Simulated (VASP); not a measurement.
# V (I4/mmm) in VASP: a series of runs

Runs on V. Level: PBE. Tasks: electric field gradients.

Everything below comes from runs of VASP 6.6.1. Logs are shortened: lines on timing, memory, paths and dates and some standing lists are left out, and cuts for length are marked.

**1. The cell of the first run**

The structure is tetragonal, space group I4/mmm (No. 139). Conventional cell: a = 2.965 Å, b = 2.965 Å, c = 3.026 Å, α = 90.00°, β = 90.00°, γ = 90.00°. V (site symmetry 4/mmm) has 14 V at 2.59 to 3.03 Å within 3.4 Å.

**2. Electric field gradients, PBE, collinear spin, ferromagnetic start (equal xx and yy strain of -2 %)**

Contents of INCAR:

```
SYSTEM = V
PREC     = Accurate       ! precision mode
ENCUT    = 520            ! plane-wave cutoff, eV
EDIFF    = 1E-8           ! SCF threshold, eV
ISMEAR   = -1             ! smearing method
SIGMA    = 0.03           ! smearing width, eV
LREAL    = .FALSE.        ! projectors in reciprocal space
LASPH    = .TRUE.         ! aspherical terms in the spheres
NELM     = 150            ! most SCF steps
ALGO     = Normal         ! electronic algorithm
ISIF     = 2              ! what is computed and relaxed
LWAVE    = .FALSE.        ! write WAVECAR
LCHARG   = .FALSE.        ! write CHGCAR
ISPIN    = 2              ! spin polarisation
MAGMOM   = 1.5            ! initial moments
LORBIT   = 11             ! projections on sites
LMAXMIX  = 4              ! l up to which the mixer works
GGA      = PE             ! functional
LEFG     = .TRUE.       
NBANDS   = 16             ! bands
```

Contents of KPOINTS:

```
regular mesh
0
G
  19 19 19
  0 0 0
```

Contents of POSCAR:

```
V
1.0
   -1.4827400000      1.4827400000      1.5130000000
    1.4827400000     -1.4827400000      1.5130000000
    1.4827400000      1.4827400000     -1.5130000000
V
1
Direct
    0.0000000000      0.0000000000      0.0000000000
```

Potentials or basis: VASP PAW PBE potentials, release 64 (V_sv).

Command:

```sh
$ cat potpaw_PBE.64/V_sv/POTCAR > POTCAR
$ mpirun -np 1 vasp_std > vasp.out
```

OUTCAR:

```text
SYSTEM = V
   PREC = Accurate
   ENCUT = 520
   EDIFF = 1E-8
   ISMEAR = -1
   LREAL = .FALSE.
   LASPH = .TRUE.
   NELM = 150
   ISIF = 2
   ISPIN = 2
   LORBIT = 11
   GGA = PE

 ion  position               nearest neighbor table
   1  0.000  0.000  0.000-

  LATTYP: Found a body centered tetragonal cell.
 ALAT       =     2.9654800000
 C/A-ratio  =     1.0204081633

  Lattice vectors:

 A1 = (  -1.4827400000,   1.4827400000,   1.5130000000)
 A2 = (   1.4827400000,  -1.4827400000,   1.5130000000)
 A3 = (   1.4827400000,   1.4827400000,  -1.5130000000)

Analysis of symmetry for initial positions (statically):
=====================================================================
 Subroutine PRICEL returns:
 Original cell was already a primitive cell.

 Routine SETGRP: Setting up the symmetry group for a
 body centered tetragonal supercell.

 Subroutine GETGRP returns: Found 16 space group operations
 (whereof 16 operations were pure point group operations)
 out of a pool of 16 trial point group operations.

The static configuration has the point symmetry D_4h.

Analysis of symmetry for dynamics (positions and initial velocities):
=====================================================================
 Subroutine PRICEL returns:
 Original cell was already a primitive cell.

 Routine SETGRP: Setting up the symmetry group for a
 body centered tetragonal supercell.

 Subroutine GETGRP returns: Found 16 space group operations
 (whereof 16 operations were pure point group operations)
 out of a pool of 16 trial point group operations.

The dynamic configuration has the point symmetry D_4h.

Analysis of structural, dynamic, and magnetic symmetry:
=====================================================================
 Subroutine PRICEL returns:
 Original cell was already a primitive cell.

 Routine SETGRP: Setting up the symmetry group for a
 body centered tetragonal supercell.

 Subroutine GETGRP returns: Found 16 space group operations
 (whereof 16 operations were pure point group operations)
 out of a pool of 16 trial point group operations.

The overall configuration has the point symmetry D_4h.

 Subroutine INISYM returns: Found 16 space group operations
 (whereof 16 operations are pure point group operations),
 and found     1 'primitive' translations

----------------------------------------------------------------------------------------

                                     Primitive cell

  volume of cell :      13.3054

  direct lattice vectors                    reciprocal lattice vectors
    -1.482740000  1.482740000  1.513000000     0.000000000  0.337213537  0.330469266
     1.482740000 -1.482740000  1.513000000     0.337213537  0.000000000  0.330469266
     1.482740000  1.482740000 -1.513000000     0.337213537  0.337213537  0.000000000

  length of vectors
     2.585769676  2.585769676  2.585769676     0.472147123  0.472147123  0.476891958

  position of ions in fractional coordinates (direct lattice)
     0.000000000  0.000000000  0.000000000

  ion indices of the primitive-cell ions
   primitive index   ion index
                 1           1

----------------------------------------------------------------------------------------

 KPOINTS: regular mesh

Automatic generation of k-mesh.
 Grid dimensions read from file:
 generate k-points for:   19   19   19

 Generating k-lattice:

  Cartesian coordinates                     Fractional coordinates (reciprocal lattice)
     0.000000000  0.017748081  0.017393119     0.052631579  0.000000000 -0.000000000
     0.017748081  0.000000000  0.017393119     0.000000000  0.052631579 -0.000000000
     0.017748081  0.017748081  0.000000000     0.000000000  0.000000000  0.052631579

  Length of vectors
[... 47 lines left out ...]
   ISTART =      0    job   : 0-new  1-cont  2-samecut
   ICHARG =      2    charge: 1-file 2-atom 10-const
   ISPIN  =      2    spin polarized calculation?
   LNONCOLLINEAR =      F non collinear calculations
   LSORBIT =      F    spin-orbit coupling
   LASPH  =      T    aspherical Exc in radial PAW
   ENCUT  =  520.0 eV  38.22 Ry    6.18 a.u.   4.81  4.81  4.81*2*pi/ulx,y,z
   NELM   =    150;   NELMIN=  2; NELMDL= -5     # of ELM steps
   EDIFF  = 0.1E-07   stopping-criterion for ELM
   LREAL  =      F    real-space projection
   EDIFFG = 0.1E-06   stopping-criterion for IOM
   NSW    =      0    number of steps for IOM
   IBRION =     -1    ionic relax: 0-MD 1-quasi-New 2-CG
   NFREE  =      0    steps in history (QN), initial steepest desc. (CG)
   ISIF   =      2    stress and relaxation
   ISYM   =      2    0-nonsym 1-usesym 2-fastsym
   POTIM  = 0.5000    time-step for ionic-motion
   TEBEG  =    0.0;   TEEND  =   0.0 temperature during run
   PSTRESS=    0.0 pullay stress
   NELECT =      13.0000    total number of electrons
   NUPDOWN=      -1.0000    fix difference up-down
   EMIN   =  10.00;   EMAX   =-10.00  energy-range for DOS
   EFERMI =   0.00;   METHOD = LEGACY
   ISMEAR =    -1;   SIGMA  =   0.03  broadening in eV -4-tet -1-fermi 0-gaus
   EFERMI_NEDOS =   21; number of points for ismear=-14 and -15
   IALGO  =     38    algorithm
   IMIX   =      4    mixing-type and parameters
     AMIX     =   0.40;   BMIX     =  1.00
     AMIX_MAG =   1.60;   BMIX_MAG =  1.00
  volume/ion in A,a.u.               =      13.31        89.79
  Fermi-wavevector in a.u.,A,eV,Ry     =   1.624475  3.069812 35.904663  2.638918
  Thomas-Fermi vector in A             =   2.717755
   LORBIT       =     11    0 simple, 1 ext, 2 COOP (PROOUT), +10 PAW based schemes
   GGA     = PE    functional components
   LHFCALC =     F    Hartree Fock is set to
   AEXX    =    0.0000 exact exchange contribution
   IVDW    =     0    specifies the selected vdW correction
   LEPSILON=     F    determine dielectric tensor
   LRPA    =     F    only Hartree local field effects (RPA)
 spin polarized calculation
  energy-cutoff  :      520.00
  volume of cell :       13.31
 maximum number of plane-waves:       376
   NGX =  9   NGY =  9   NGZ =  9

 number of electron      12.9999993 magnetization       0.0004605

 number of electron      12.9999993 magnetization      -0.0000156

 Free energy of the ion-electron system (eV)
  ---------------------------------------------------
  ext. energy  EPLUGINS =         0.00000000
  ---------------------------------------------------
  free energy    TOTEN  =        -8.99219802 eV

  energy without entropy =       -8.98731236  energy(sigma->0) =       -8.98975519

 E-fermi :   9.8590     XC(G=0): -12.9710

 val. band max:        9.8571529419   @ k =  -0.2105   0.2632   0.0526
 cond. band min:       9.8598966922   @ k =  -0.4211   0.1053   0.0000
 fundamental gap:      0.0027437502
 Fermi energy:         9.8590401184

 spin component 1

 k-point     1 :       0.0000    0.0000    0.0000
  band No.  band energies     occupation
      1     -53.8429      1.00000
      2     -27.1241      1.00000
      3     -27.1232      1.00000
      4     -27.1232      1.00000
      5       3.2480      1.00000
      6      10.2249      0.00001
[... 435 lines left out ...]
      5       5.3029      1.00000
      6       9.5487      0.99997
[... 8 lines left out ...]
     15      36.7510      0.00000
     16      37.5811      0.00000

 [... further k-points ...]

 spin component 2

 k-point     1 :       0.0000    0.0000    0.0000
  band No.  band energies     occupation
      1     -53.8429      1.00000
      2     -27.1241      1.00000
      3     -27.1232      1.00000
      4     -27.1232      1.00000
      5       3.2480      1.00000
      6      10.2249      0.00001
[... 435 lines left out ...]
      5       5.3029      1.00000
      6       9.5487      0.99997
[... 8 lines left out ...]
     15      36.7510      0.00000
     16      37.5811      0.00000

 [... further k-points ...]

------------------------ aborting loop because EDIFF is reached ----------------------------------------

  FORCE on cell =-STRESS in cart. coord.  units (eV):
  Direction    XX          YY          ZZ          XY          YZ          ZX
  --------------------------------------------------------------------------------------
  -------------------------------------------------------------------------------------
  Total        0.2654281      0.2654281      0.0331532      0.0000000      0.0000000      0.0000000
  in kB       31.9616032     31.9616032      3.9921579      0.0000000      0.0000000      0.0000000
  external PRESSURE =      22.6384547 kB  Pullay stress =       0.0000000 kB

 VOLUME and BASIS-vectors are now :
 -----------------------------------------------------------------------------
  energy-cutoff  :      520.00
  volume of cell :       13.31
      direct lattice vectors                 reciprocal lattice vectors
    -1.482740000  1.482740000  1.513000000     0.000000000  0.337213537  0.330469266
     1.482740000 -1.482740000  1.513000000     0.337213537  0.000000000  0.330469266
     1.482740000  1.482740000 -1.513000000     0.337213537  0.337213537  0.000000000

 POSITION                                       TOTAL-FORCE (eV/Angst)
 -----------------------------------------------------------------------------------
      0.00000      0.00000      0.00000         0.000000      0.000000      0.000000
 -----------------------------------------------------------------------------------
    total drift:                                0.000000     -0.000000     -0.000000

  FREE ENERGIE OF THE ION-ELECTRON SYSTEM (eV)
  ---------------------------------------------------
  free  energy   TOTEN  =        -8.9921980161 eV

  energy  without entropy=       -8.9873123583  energy(sigma->0) =       -8.98975519

 Electric field gradients (V/A^2)
---------------------------------------------------------------------
 ion       V_xx      V_yy      V_zz      V_xy      V_xz      V_yz
---------------------------------------------------------------------
   1      -0.975    -0.975     1.950     0.002     0.002     0.002
---------------------------------------------------------------------

 Electric field gradients after diagonalization (V/A^2)
 (convention: |V_zz| > |V_xx| > |V_yy|)
----------------------------------------------------------------------
 ion       V_xx      V_yy      V_zz     asymmetry (V_yy - V_xx)/ V_zz
----------------------------------------------------------------------
   1      -0.977    -0.973     1.950       0.002
----------------------------------------------------------------------

           NMR quadrupolar parameters

 Cq : quadrupolar parameter    Cq=e*Q*V_zz/h
 eta: asymmetry parameters     (V_yy - V_xx)/ V_zz
 Q  : nuclear electric quadrupole moment in mb (millibarn)
----------------------------------------------------------------------
 ion       Cq(MHz)       eta       Q (mb)
----------------------------------------------------------------------
   1       0.005       0.002       1.000
----------------------------------------------------------------------

 total charge

# of ion       s       p       d       tot
------------------------------------------
    1        2.345   6.225   3.103  11.673

 magnetization (x)

# of ion       s       p       d       tot
------------------------------------------
    1       -0.000  -0.000  -0.000  -0.000
```

It took 5.6 min on 1 thread of Oxide Virtual Turin-like, shared host; peak memory 0.24 GiB.

What came out:

| Quantity | Value |
| --- | --- |
| Free energy | -8.9922 eV |
| Pressure | 2.3 GPa |
| Net moment | 0.00 μB per cell |
| Largest electric field gradient by atom | V +1.9 V/Å² |
| Valence electrons inside the program's atomic spheres | V 11.67 |

Stress tensor (GPa, compression positive):
```
3.20 0.00 0.00
0.00 3.20 0.00
0.00 0.00 0.40
```

Levels at points of the mesh, in eV from the Fermi level:
Spin up:
| k point | band 4 | band 5 | band 6 | band 7 | band 8 | band 9 |
| --- | --- | --- | --- | --- | --- | --- |
| (0.00, 0.00, 0.00) | -36.98 | -6.61 | 0.37 | 0.37 | 0.53 | 2.36 |
Spin down:
```
           k point  band 3  band 4  band 5  band 6  band 7  band 8  band 9  band 10
(0.00, 0.00, 0.00)  -36.98  -36.98   -6.61    0.37    0.37    0.53    2.36     2.55
```

Electric field gradients, principal values (V/Å²):
| atom | least | middle | greatest (by size) |
| --- | --- | --- | --- |
| 1 V | -0.973 | -0.977 | 1.950 |

Caveat: the cell differs from its parent crystal (equal xx and yy strain of -2 %); the moments typed at the start vanished in this run; without QUAD_EFG the Cq values of the log hold for a quadrupole moment of 1 mb, not for the nuclei.

(Continued in part 2 of 2.)
